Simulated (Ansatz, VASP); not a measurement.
## Zn in VASP and in Ansatz

```xyz
2
Lattice="1.9555 -1.9510 0.0000 1.9555 1.9510 0.0000 0.0000 0.0000 3.9750" Properties=species:S:1:pos:R:3 pbc="T T T"
Zn    1.9555   -0.9755    0.9937
Zn    1.9555    0.9755    2.9812
```

Alike in both runs: functional PBE; k mesh 16 × 16 × 10; occupations gaussian, width 0.1 eV; no spin polarisation.

Ansatz relaxed the structure, and its values are those at the end. VASP's run is a single point on that final structure, the one shown.

|  | VASP | Ansatz |
| --- | --- | --- |
| version | VASP 6.6.1 | Ansatz 0.2.0 |
| potentials or method | VASP PAW PBE potentials, release 64 (Zn), cutoff 520 eV | scalar-relativistic, plane waves, PAW |
| valence electrons in the cell | 24 | 24 |

```csv
,VASP,Ansatz,Ansatz less VASP
gap on the k mesh at the Fermi level (eV),none,none,-
pressure (GPa),0.4,0.0,-0.36
```

A gap of «none» marks a metal or a gap that the smearing closes. Ansatz's warnings: structure snapped to symmetry.
